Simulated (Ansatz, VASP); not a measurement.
# One calculation of BN, two programs

INCAR

```
SYSTEM = BN
ALGO     = Normal         ! electronic algorithm
EDIFF    = 1E-6           ! SCF threshold, eV
ENCUT    = 520            ! plane-wave cutoff, eV
GGA      = CA             ! functional
ISIF     = 2              ! what is computed and relaxed
ISMEAR   = -1             ! smearing method
LASPH    = .TRUE.         ! aspherical terms in the spheres
LCHARG   = .TRUE.         ! write CHGCAR
LELF     = .TRUE.         ! ELF
LREAL    = .FALSE.        ! projectors in reciprocal space
LVHAR    = .TRUE.       
LWAVE    = .FALSE.        ! write WAVECAR
NBANDS   = 11             ! bands
NELM     = 60             ! most SCF steps
PREC     = Accurate       ! precision mode
SIGMA    = 0.05           ! smearing width, eV
```

File KPOINTS:

```
k-points
0
G
  13 13 9
  0 0 0
```

File POSCAR:

```
BN
1.0
    2.5246509505      0.0000000000      0.0000000000
   -1.2549673680      2.1906435874      0.0000000000
   -0.6348417913     -1.0953217937      3.0425574046
N B
1 1
Direct
    0.6685060000      0.3323850000      0.9849990000
    0.9796430000      0.9834990000      0.0018060000
```

File input.yaml:

```yaml
crystal:
  lattice:
    - [2.5246509505, 0.0, 0.0]
    - [-1.254967368, 2.1906435874, 0.0]
    - [-0.6348417913, -1.0953217937, 3.0425574046]
  atoms:
    - { symbol: "N", position: [0.668506, 0.332385, 0.984999] }
    - { symbol: B, position: [0.979643, 0.983499, 0.001806] }
kpoints:
  mp_grid: { grid: [13, 13, 9] }
scf:
  occupations: { method: fermi_dirac, width: 0.05 }
hamiltonian:
  xc: lda
  pseudopotentials: { kind: all_electron, lapw: { basis_error: 0.001 } }
output:
  forces: true
  stress: true
  eigenvalues: true
```

Change from the starting cell: volume scaled by 1.02.

Alike in both runs: task single point; functional LDA; k mesh 13 × 13 × 9; occupations fermi-dirac, width 0.05 eV; no spin polarisation.

|  | VASP | Ansatz |
| --- | --- | --- |
| version | VASP 6.6.1 | Ansatz 0.2.0 |
| potentials or method | VASP PAW LDA potentials, release 64 (N, B), cutoff 520 eV | all-electron LAPW, scalar-relativistic |

Ansatz gave:

```
gap on the k mesh at the Fermi level (eV)                     : 2.65
least direct gap on the mesh (eV)                             : 4.35
pressure (GPa)                                                : -8.8
traceless stress, the component that is largest in VASP (GPa) : 11.64
rms of the force components (eV/Å)                            : 1.495
```

Question: Which values does VASP return?

Answer: gap on the k mesh at the Fermi level (eV): 2.64; least direct gap on the mesh (eV): 4.35; pressure (GPa): -8.5; traceless stress, the component that is largest in VASP (GPa): 11.19; rms of the force components (eV/Å): 1.490.

LDA's correlation is that of Perdew and Zunger in VASP and of Perdew and Wang (1992) in Ansatz. Atom by atom the forces differ by 0.005 eV/Å (rms over components). Ansatz ran all-electron here, and VASP with PAW potentials.
